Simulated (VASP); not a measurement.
Runs of VASP 6.6.1 on Ru. The structure is that of space group Pm-3m (No. 221), or close to it. The cells are those of the table. 

| task | cell | k mesh for the DOS | occupations for the DOS | gap on the mesh (eV) | pressure (GPa) |
| --- | --- | --- | --- | --- | --- |
| single point | a = 2.350 Å, 1 atom | - | - | none | (a) |
| single point | a = 2.439 Å, 1 atom | - | - | none | (b) |
| single point | a = 2.481 Å, 1 atom | - | - | none | 0.2 |
| single point | a = 2.254 Å, 1 atom | - | - | none | 140.1 |
| single point | a = 2.149 Å, 1 atom | - | - | none | 291.1 |

Alike in all rows: level PBEsol; potentials or basis VASP PAW PBE potentials, release 64 (Ru_pv); no spin polarisation; k mesh 15 × 15 × 15; cutoff (eV) 520; smearing fermi-dirac 0.1 eV.

Fill in the values left out.

(a) 59.5; (b) 14.6.

Caveats: the PAW data sets were made with another functional, which shifts forces and pressure a little.

A k mesh can miss the band edges, and the runs leave out spin-orbit coupling on Ru.

A gap of «none» marks levels without a gap at the run's occupations.
